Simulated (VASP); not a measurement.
# NaH (Pm-3m) in VASP: a series of runs

NaH is run at these levels: PBEsol; tasks: single point.

Program: VASP 6.6.1. These are calculated values, not measurements. Logs are shortened: lines on timing, memory, paths and dates and some standing lists are left out, and cuts for length are marked.

## Step 1: The cell of the first run

It takes space group Pm-3m (No. 221, cubic). The conventional cell has a = 2.994 Å, b = 2.994 Å, c = 2.994 Å, α = 90.00°, β = 90.00°, γ = 90.00°. Within 3.4 Å of Na (site symmetry m-3m) lie 8 H at 2.59 Å and 6 Na at 2.99 Å. Within 3.4 Å of H (site symmetry m-3m) lie 8 Na at 2.59 Å and 6 H at 2.99 Å.

## Step 2: Single point, PBEsol

Input file INCAR:

```
ALGO = Normal ; EDIFF = 1E-6
ENCUT = 520 ; GGA = PS
ISIF = 2 ; ISMEAR = 0
LASPH = T ; LCHARG = F
LREAL = F ; LWAVE = F
NBANDS = 11 ; NELM = 80
PREC = Accurate ; SIGMA = 0.01
```

Input file KPOINTS:

```
k-points
0
Gamma
  6 6 6
```

Input file POSCAR:

```
NaH
1.0
    2.9940116701      0.0000000000      0.0000000000
    0.0000000000      2.9940116701      0.0000000000
    0.0000000000      0.0000000000      2.9940116701
Na H
1 1
Direct
    0.0000000000      0.0000000000      0.0000000000
    0.5000000000      0.5000000000      0.5000000000
```

Potentials or basis: VASP PAW PBE potentials, release 64 (Na_pv, H).

Started as:

```console
$ cat potpaw_PBE.64/Na_pv/POTCAR potpaw_PBE.64/H/POTCAR > POTCAR
$ mpirun -np 1 vasp_std > vasp.out
```

OUTCAR:

```text
EDIFF = 1E-6
   ENCUT = 520
   GGA = PS
   ISIF = 2
   ISMEAR = 0
   LASPH = T
   LREAL = F
   NELM = 80
   PREC = Accurate

 ion  position               nearest neighbor table
   1  0.000  0.000  0.000-
   2  0.500  0.500  0.500-

  LATTYP: Found a simple cubic cell.
 ALAT       =     2.9940116701

  Lattice vectors:

 A1 = (   2.9940116701,   0.0000000000,   0.0000000000)
 A2 = (   0.0000000000,   2.9940116701,   0.0000000000)
 A3 = (   0.0000000000,   0.0000000000,   2.9940116701)

Analysis of symmetry for initial positions (statically):
=====================================================================
 Subroutine PRICEL returns:
 Original cell was already a primitive cell.

 Routine SETGRP: Setting up the symmetry group for a
 simple cubic supercell.

 Subroutine GETGRP returns: Found 48 space group operations
 (whereof 48 operations were pure point group operations)
 out of a pool of 48 trial point group operations.

The static configuration has the point symmetry O_h .

Analysis of symmetry for dynamics (positions and initial velocities):
=====================================================================
 Subroutine PRICEL returns:
 Original cell was already a primitive cell.

 Routine SETGRP: Setting up the symmetry group for a
 simple cubic supercell.

 Subroutine GETGRP returns: Found 48 space group operations
 (whereof 48 operations were pure point group operations)
 out of a pool of 48 trial point group operations.

The dynamic configuration has the point symmetry O_h .

 Subroutine INISYM returns: Found 48 space group operations
 (whereof 48 operations are pure point group operations),
 and found     1 'primitive' translations

----------------------------------------------------------------------------------------

                                     Primitive cell

  volume of cell :      26.8386

  direct lattice vectors                    reciprocal lattice vectors
     2.994011670  0.000000000  0.000000000     0.334000034  0.000000000  0.000000000
     0.000000000  2.994011670  0.000000000     0.000000000  0.334000034  0.000000000
     0.000000000  0.000000000  2.994011670     0.000000000  0.000000000  0.334000034

  length of vectors
     2.994011670  2.994011670  2.994011670     0.334000034  0.334000034  0.334000034

  position of ions in fractional coordinates (direct lattice)
     0.000000000  0.000000000  0.000000000
     0.500000000  0.500000000  0.500000000

  ion indices of the primitive-cell ions
   primitive index   ion index
                 1           1
                 2           2

----------------------------------------------------------------------------------------

 KPOINTS: k-points

Automatic generation of k-mesh.
 Grid dimensions read from file:
 generate k-points for:    6    6    6

 Generating k-lattice:

  Cartesian coordinates                     Fractional coordinates (reciprocal lattice)
     0.055666672  0.000000000  0.000000000     0.166666667  0.000000000  0.000000000
     0.000000000  0.055666672  0.000000000     0.000000000  0.166666667  0.000000000
     0.000000000  0.000000000  0.055666672     0.000000000  0.000000000  0.166666667

  Length of vectors
     0.055666672  0.055666672  0.055666672

  Shift w.r.t. Gamma in fractional coordinates (k-lattice)
     0.000000000  0.000000000  0.000000000

 Subroutine IBZKPT returns following result:
 ===========================================

 Found     20 irreducible k-points:

 Following reciprocal coordinates:
            Coordinates               Weight
  0.000000  0.000000  0.000000      1.000000
  0.166667  0.000000  0.000000      6.000000
  0.333333  0.000000  0.000000      6.000000
  0.500000  0.000000  0.000000      3.000000
  0.166667  0.166667  0.000000     12.000000
  0.333333  0.166667  0.000000     24.000000
[... 12 lines left out ...]
  0.500000  0.500000  0.333333      6.000000
  0.500000  0.500000  0.500000      1.000000
   k-points           NKPTS =     20   k-points in BZ     NKDIM =     20   number of bands    NBANDS=     11
   number of dos      NEDOS =    301   number of ions     NIONS =      2
   total plane-waves  NPLWV =  13824
   dimension x,y,z NGX =    24 NGY =   24 NGZ =   24
   dimension x,y,z NGXF=    48 NGYF=   48 NGZF=   48
   ions per type =               1   1
   NGX,Y,Z   is equivalent  to a cutoff of  13.33, 13.33, 13.33 a.u.
   NGXF,Y,Z  is equivalent  to a cutoff of  26.65, 26.65, 26.65 a.u.
 SYSTEM =  unknown system
   PREC   = accura    normal or accurate (medium, high low for compatibility)
   ISTART =      0    job   : 0-new  1-cont  2-samecut
   ICHARG =      2    charge: 1-file 2-atom 10-const
   ISPIN  =      1    spin polarized calculation?
   LNONCOLLINEAR =      F non collinear calculations
   LSORBIT =      F    spin-orbit coupling
   LASPH  =      T    aspherical Exc in radial PAW
   ENCUT  =  520.0 eV  38.22 Ry    6.18 a.u.   5.57  5.57  5.57*2*pi/ulx,y,z
   NELM   =     80;   NELMIN=  2; NELMDL= -5     # of ELM steps
   EDIFF  = 0.1E-05   stopping-criterion for ELM
   LREAL  =      F    real-space projection
   EDIFFG = 0.1E-04   stopping-criterion for IOM
   NSW    =      0    number of steps for IOM
   IBRION =     -1    ionic relax: 0-MD 1-quasi-New 2-CG
   NFREE  =      0    steps in history (QN), initial steepest desc. (CG)
   ISIF   =      2    stress and relaxation
   ISYM   =      2    0-nonsym 1-usesym 2-fastsym
   POTIM  = 0.5000    time-step for ionic-motion
   TEBEG  =    0.0;   TEEND  =   0.0 temperature during run
   PSTRESS=    0.0 pullay stress
   NELECT =       8.0000    total number of electrons
   NUPDOWN=      -1.0000    fix difference up-down
   EMIN   =  10.00;   EMAX   =-10.00  energy-range for DOS
   EFERMI =   0.00;   METHOD = LEGACY
   ISMEAR =     0;   SIGMA  =   0.01  broadening in eV -4-tet -1-fermi 0-gaus
   EFERMI_NEDOS =   21; number of points for ismear=-14 and -15
   IALGO  =     38    algorithm
   IMIX   =      4    mixing-type and parameters
     AMIX     =   0.40;   BMIX     =  1.00
     AMIX_MAG =   1.60;   BMIX_MAG =  1.00
  volume/ion in A,a.u.               =      13.42        90.56
  Fermi-wavevector in a.u.,A,eV,Ry     =   1.093582  2.066570 16.271500  1.195922
  Thomas-Fermi vector in A             =   2.229870
   LORBIT       =      0    0 simple, 1 ext, 2 COOP (PROOUT), +10 PAW based schemes
   GGA     = PS    functional components
   LHFCALC =     F    Hartree Fock is set to
   AEXX    =    0.0000 exact exchange contribution
   IVDW    =     0    specifies the selected vdW correction
   LEPSILON=     F    determine dielectric tensor
   LRPA    =     F    only Hartree local field effects (RPA)
 non-spin polarized calculation
 Gauss-broadening in eV      SIGMA  =   0.01
  energy-cutoff  :      520.00
  volume of cell :       26.84
 maximum number of plane-waves:       739
 NGX is ok and might be reduce to    24
   NGX = 11   NGY = 11   NGZ = 11

 number of electron       7.9999987 magnetization

 Free energy of the ion-electron system (eV)
  ---------------------------------------------------
  ext. energy  EPLUGINS =         0.00000000
  ---------------------------------------------------
  free energy    TOTEN  =        -4.78097608 eV

  energy without entropy =       -4.78097608  energy(sigma->0) =       -4.78097608

 E-fermi :   1.3676     XC(G=0):  -8.1207

 val. band max:        1.1738815102   @ k =   0.5000   0.5000   0.5000
 cond. band min:       1.9808377491   @ k =   0.5000   0.0000   0.0000
 fundamental gap:      0.8069562389
 Fermi energy:         1.3676163220

 k-point     1 :       0.0000    0.0000    0.0000
  band No.  band energies     occupation
      1     -23.3135      2.00000
      2     -23.3135      2.00000
      3     -23.3135      2.00000
      4      -4.7109      2.00000
      5       9.4982      0.00000
      6      11.7222      0.00000
      7      11.7222      0.00000
      8      13.2002      0.00000
      9      13.2002      0.00000
     10      13.2002      0.00000
     11      26.2041      0.00000

 k-point     2 :       0.1667    0.0000    0.0000
  band No.  band energies     occupation
      1     -23.3542      2.00000
      2     -23.3099      2.00000
      3     -23.3099      2.00000
      4      -4.2898      2.00000
      5       7.1769      0.00000
      6      10.6878      0.00000
      7      12.1692      0.00000
      8      13.5283      0.00000
      9      13.5283      0.00000
     10      17.5542      0.00000
     11      23.2042      0.00000

 k-point     3 :       0.3333    0.0000    0.0000
  band No.  band energies     occupation
      1     -23.4347      2.00000
      2     -23.3029      2.00000
      3     -23.3029      2.00000
      4      -3.1567      2.00000
      5       3.7187      0.00000
      6      11.2611      0.00000
      7      13.4708      0.00000
      8      14.4447      0.00000
      9      14.4447      0.00000
     10      19.4931      0.00000
     11      19.9898      0.00000

 k-point     4 :       0.5000    0.0000    0.0000
  band No.  band energies     occupation
      1     -23.4745      2.00000
      2     -23.2993      2.00000
      3     -23.2993      2.00000
      4      -2.2217      2.00000
      5       1.9808      0.00000
      6      11.6374      0.00000
      7      14.8996      0.00000
      8      15.2621      0.00000
      9      15.2621      0.00000
     10      17.1379      0.00000
     11      18.3885      0.00000

 k-point     5 :       0.1667    0.1667    0.0000
  band No.  band energies     occupation
      1     -23.3527      2.00000
      2     -23.3469      2.00000
      3     -23.3065      2.00000
      4      -3.8820      2.00000
      5       7.0726      0.00000
      6       8.3031      0.00000
      7      11.7715      0.00000
      8      13.8703      0.00000
      9      17.2237      0.00000
     10      18.2953      0.00000
     11      19.4594      0.00000
[... 155 lines left out ...]
 k-point    17 :       0.3333    0.3333    0.3333
  band No.  band energies     occupation
      1     -23.4056      2.00000
      2     -23.3989      2.00000
      3     -23.3989      2.00000
      4      -0.6080      2.00000
      5       6.0909      0.00000
      6       7.4246      0.00000
      7       7.4246      0.00000
      8      12.6376      0.00000
      9      12.6376      0.00000
     10      13.9227      0.00000
     11      20.4552      0.00000

 k-point    18 :       0.5000    0.3333    0.3333
  band No.  band energies     occupation
      1     -23.4368      2.00000
      2     -23.3979      2.00000
      3     -23.3939      2.00000
      4       0.0351      2.00000
      5       5.4184      0.00000
      6       7.4868      0.00000
      7       8.7074      0.00000
      8      10.4989      0.00000
      9      11.8362      0.00000
     10      13.7295      0.00000
     11      19.1947      0.00000

 k-point    19 :       0.5000    0.5000    0.3333
  band No.  band energies     occupation
      1     -23.4310      2.00000
      2     -23.4310      2.00000
      3     -23.3909      2.00000
      4       0.6111      2.00000
      5       6.5975      0.00000
      6       6.5975      0.00000
      7       9.1157      0.00000
      8       9.1922      0.00000
      9      11.8770      0.00000
     10      11.8770      0.00000
     11      17.9003      0.00000

 k-point    20 :       0.5000    0.5000    0.5000
  band No.  band energies     occupation
      1     -23.4255      2.00000
      2     -23.4255      2.00000
      3     -23.4255      2.00000
      4       1.1739      2.00000
      5       7.7829      0.00000
      6       7.7829      0.00000
      7       7.7829      0.00000
      8       9.8343      0.00000
      9       9.8343      0.00000
     10       9.8343      0.00000
     11      16.5634      0.00000

------------------------ aborting loop because EDIFF is reached ----------------------------------------

  FORCE on cell =-STRESS in cart. coord.  units (eV):
  Direction    XX          YY          ZZ          XY          YZ          ZX
  --------------------------------------------------------------------------------------
  -------------------------------------------------------------------------------------
  Total       -0.2128801     -0.2128801     -0.2128801      0.0000000      0.0000000     -0.0000000
  in kB      -12.7082318    -12.7082318    -12.7082318      0.0000000      0.0000000     -0.0000000
  external PRESSURE =     -12.7082318 kB  Pullay stress =       0.0000000 kB

 VOLUME and BASIS-vectors are now :
 -----------------------------------------------------------------------------
  energy-cutoff  :      520.00
  volume of cell :       26.84
      direct lattice vectors                 reciprocal lattice vectors
     2.994011670  0.000000000  0.000000000     0.334000034  0.000000000  0.000000000
     0.000000000  2.994011670  0.000000000     0.000000000  0.334000034  0.000000000
     0.000000000  0.000000000  2.994011670     0.000000000  0.000000000  0.334000034

 POSITION                                       TOTAL-FORCE (eV/Angst)
 -----------------------------------------------------------------------------------
      0.00000      0.00000      0.00000         0.000000      0.000000      0.000000
      1.49701      1.49701      1.49701         0.000000      0.000000      0.000000
 -----------------------------------------------------------------------------------
    total drift:                                0.000000      0.000000      0.000000

  FREE ENERGIE OF THE ION-ELECTRON SYSTEM (eV)
  ---------------------------------------------------
  free  energy   TOTEN  =        -4.7809760819 eV

  energy  without entropy=       -4.7809760819  energy(sigma->0) =       -4.78097608
```

It took 8.2 s on 1 thread of AMD EPYC 7R13, shared host; peak memory 0.1 GiB.

Results:

| Item | Value |
| --- | --- |
| Free energy | -4.7810 eV |
| Pressure | -1.3 GPa |
| Band gap on the k mesh | 0.81 eV, indirect (least direct gap 4.20 eV) |

Caveat: the PAW data sets were made with another functional, which shifts forces and pressure a little.

[end of part 1 of 2]
